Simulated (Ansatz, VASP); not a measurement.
## HfO2: VASP beside Ansatz

```
CELL_PARAMETERS angstrom
0.00000 2.55750 2.58308
2.55750 0.00000 2.58308
2.55750 2.55750 0.00000
ATOMIC_POSITIONS crystal
Hf 0.00000 0.00000 0.00000
O 0.25000 0.25000 0.25000
O 0.75000 0.75000 0.75000
```

Change from the starting cell: zz strain of +1 %.

Alike in both runs: task single point; functional PBE; k mesh 9 × 9 × 9; occupations fermi-dirac, width 0.01 eV; no spin polarisation.

|  | VASP | Ansatz |
| --- | --- | --- |
| version | VASP 6.6.1 | Ansatz 0.2.0 |
| potentials or method | VASP PAW PBE potentials, release 64 (Hf_pv, O), cutoff 520 eV | all-electron LAPW, scalar-relativistic |

Ansatz gave:

| Quantity | Value |
| --- | --- |
| gap on the k mesh at the Fermi level (eV) | 3.75 |
| pressure (GPa) | -4.7 |
| traceless stress, the component that is largest in VASP (GPa) | -2.92 |

Which values does VASP return?

gap on the k mesh at the Fermi level (eV): 3.75; pressure (GPa): -8.2; traceless stress, the component that is largest in VASP (GPa): -2.97.

Ansatz ran all-electron here, and VASP with PAW potentials.

Neither program's run includes spin-orbit coupling.
